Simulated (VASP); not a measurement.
Wanted: the native input for a VASP 6.6.1 run.

```
Task                   : single point
Functional             : PBEsol
Potentials or basis    : VASP PAW PBE potentials, release 64 (K_sv)
Cutoff                 : 400 eV
k mesh                 : 4 × 4 × 4
Occupations            : gaussian, width 0.1 eV
Spin                   : no spin polarisation
Dipole correction      : no
Further INCAR settings : ALGO = Normal; EDIFF = 1e-06; NBANDS = 10
```

The structure of K lies in POSCAR:

```
K
1.0
    0.0000000000      6.2263460000      6.2263460000
    6.2263460000      0.0000000000      6.2263460000
    6.2263460000      6.2263460000      0.0000000000
K
1
Direct
    0.5000000000      0.5000000000      0.5000000000
```

One way to write it, as run:

INCAR

```
SYSTEM = K
PREC = Accurate
ENCUT = 400
EDIFF = 1E-6
ISMEAR = 0
SIGMA = 0.1
LREAL = .False.
LASPH = .True.
NELM = 120
ALGO = Normal
ISIF = 2
LWAVE = .False.
LCHARG = .False.
GGA = PS
NBANDS = 10
GGA_COMPAT = .False.
```

KPOINTS

```
Automatic mesh
0
Gamma
  4 4 4
  0 0 0
```

Potentials or basis: VASP PAW PBE potentials, release 64 (K_sv).

Run with:

```console
$ cat potpaw_PBE.64/K_sv/POTCAR > POTCAR
$ mpirun -np 1 vasp_std > vasp.out
```

Results of the run:

The pressure is -0.1 GPa and the band gap on the k mesh is zero (an odd number of electrons rules out a gap without spin polarisation).

Caveat: the PAW data sets were made with another functional, which shifts forces and pressure a little.

Run time: 31 s on 1 thread of Intel(R) Xeon(R) Platinum 8559C (Emerald Rapids), with other jobs on the host, peak memory 0.45 GiB.
